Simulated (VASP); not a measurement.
## O: single point with PBE

O:

```
CELL_PARAMETERS angstrom
2.85140 -1.66242 0.00000
2.85140 1.66242 0.00000
-2.39449 0.00000 3.64705
ATOMIC_POSITIONS crystal
O 0.02545 0.02545 0.15557
O 0.97455 0.97455 0.84443
```

```
Program             : VASP 6.6.1
Task                : single point
Functional          : PBE
Potentials or basis : VASP PAW PBE potentials, release 64 (O)
Cutoff              : 520 eV
k mesh              : 10 × 10 × 8
Occupations         : fermi-dirac, width 0.05 eV
Spin                : no spin polarisation
```

```
Pressure               : -0.2 GPa
Largest force          : 0.855 eV/Å
Band gap on the k mesh : zero (band 6 reaches -1.71 eV, above the bottom of band 7 at -1.95 eV)
```

Forces on the atoms (eV/Å):
```
O   -0.161  0.000  0.840
O    0.161  0.000 -0.840
```

Stress tensor (GPa, compression positive):
```
 0.71  0.00 -0.82
 0.00 -3.22  0.00
-0.82  0.00  1.84
```

Levels at points of the mesh, in eV from the Fermi level:
| k point | band 4 | band 5 | band 6 | band 7 | band 8 | band 9 |
| --- | --- | --- | --- | --- | --- | --- |
| (0.00, 0.00, 0.00) | -6.26 | -6.22 | -0.09 | 0.18 | 6.73 | 10.46 |
| (0.50, 0.00, 0.00) | -7.30 | -6.38 | -0.28 | 0.13 | 9.80 | 10.77 |
| (0.50, 0.50, 0.00) | -7.08 | -6.60 | -0.02 | 0.37 | 9.75 | 10.68 |
| (0.00, 0.00, 0.50) | -6.34 | -6.33 | 0.13 | 0.32 | 6.85 | 8.30 |
| (0.50, 0.00, 0.50) | -6.93 | -6.52 | -0.57 | 0.14 | 8.38 | 10.74 |
| (0.50, 0.50, 0.50) | -7.15 | -6.48 | -0.31 | 0.06 | 8.10 | 10.73 |

Wall time 41 s on 1 thread of Intel(R) Xeon(R) 6975P-C (Granite Rapids), with other jobs on the host, peak memory 0.21 GiB.

Caveat: the standard files for N, O and F lose accuracy on very short bonds; spin is off for a triplet molecule.
